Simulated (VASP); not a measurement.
Crystal: TeS2.

```
CELL_PARAMETERS angstrom
4.22074 0.00000 0.00000
-2.11037 3.65527 0.00000
0.00000 0.00000 4.55728
ATOMIC_POSITIONS crystal
Te 0.00000 0.00000 0.00000
S 0.33333 0.66667 0.50000
S 0.66667 0.33333 0.50000
```

- Program: VASP 6.6.1
- Task: relaxation of cell and atoms
- Functional: PBE
- Potentials or basis: VASP PAW PBE potentials, release 64 (Te, S)
- Cutoff: 600 eV
- k mesh: 12 × 12 × 10
- Occupations: gaussian, width 0.1 eV
- Spin: no spin polarisation

At the start: pressure -2.9 GPa; volume 23.44 Å³/atom.

Q: How do energy, volume and symmetry change on relaxing?

A: Over 12 steps the energy falls by 175.2 meV/atom and the volume is 20.25 Å³/atom (-13.6 %); space group P6/mmm (No. 191, to 0.1 Å) before and after.

The path:
```csv
step,energy change (eV),largest force (eV/Å),pressure (GPa),volume (Å³)
1,0.0000,0.0000,-2.88,70.31
2,-0.1307,0.0000,-0.64,66.06
3,-0.1911,0.0000,2.18,62.50
4,-0.1980,0.0000,3.79,60.90
5,-0.2817,0.0000,3.65,60.62
6,-0.4862,0.0000,2.83,59.27
7,0.1284,0.0000,10.34,54.10
8,-0.4960,0.0000,2.75,58.15
9,-0.5084,0.0000,2.68,58.64
10,-0.5081,0.0000,2.68,58.53
11,-0.5255,0.0000,-0.05,60.83
12,-0.5256,0.0000,0.03,60.76
```

Final structure:
```cif
data_structure
_symmetry_space_group_name_H-M 'P 1'
_symmetry_Int_Tables_number 1
_cell_length_a 4.4991
_cell_length_b 4.4991
_cell_length_c 3.4658
_cell_angle_alpha 90.000
_cell_angle_beta 90.000
_cell_angle_gamma 120.000
_cell_volume 60.76
loop_
_atom_site_label
_atom_site_type_symbol
_atom_site_fract_x
_atom_site_fract_y
_atom_site_fract_z
_atom_site_occupancy
Te1 Te 0.00000 0.00000 0.00000 1
S1 S 0.33333 0.66667 0.50000 1
S2 S 0.66667 0.33333 0.50000 1
```

Caveat: a cell axis changed by over 15 % at a fixed basis, so the end point is rough.
